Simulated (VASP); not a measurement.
A run of VASP 6.6.1 is set up as follows.

File INCAR:

```
PREC = Accurate
ENCUT = 600
EDIFF = 1E-6
ISMEAR = -1
SIGMA = 0.1
LREAL = F
LASPH = T
NELM = 120
ALGO = Normal
ISIF = 2
LWAVE = F
LCHARG = F
NBANDS = 18
GGA_COMPAT = F
```

KPOINTS

```
Automatic mesh
0
Gamma
  9 9 9
```

POSCAR

```
CsO2
1.0
   -2.2385000000      2.2385000000      3.6750000000
    2.2385000000     -2.2385000000      3.6750000000
    2.2385000000      2.2385000000     -3.6750000000
Cs O
1 2
Direct
    0.0000000000      0.0000000000      0.0000000000
    0.4189000000      0.4189000000      0.0000000000
    0.5811000000      0.5811000000      0.0000000000
```

Potentials or basis: VASP PAW LDA potentials, release 64 (Cs_sv, O).

Command:

```console
$ cat potpaw_LDA.64/Cs_sv/POTCAR potpaw_LDA.64/O/POTCAR > POTCAR
$ mpirun -np 1 vasp_std > vasp.out
```

Question: What does it give for the largest force?

Answer: 9.698 eV/Å.

Question: Estimate the pressure.

Answer: 4.7 GPa.

Question: What does it give for the band gap on the k mesh?

Answer: Zero (an odd number of electrons rules out a gap without spin polarisation).

Stress tensor (GPa, compression positive):
```
-3.38  0.00  0.00
 0.00 -3.38  0.00
 0.00  0.00 20.77
```

Caveat: the standard files for N, O and F lose accuracy on very short bonds; the cell stands under pressure; spin-orbit coupling is left out, which moves the levels of the heavy elements; an odd number of electrons without spin polarisation forces a metal; a magnetic or distorted state may lie lower.
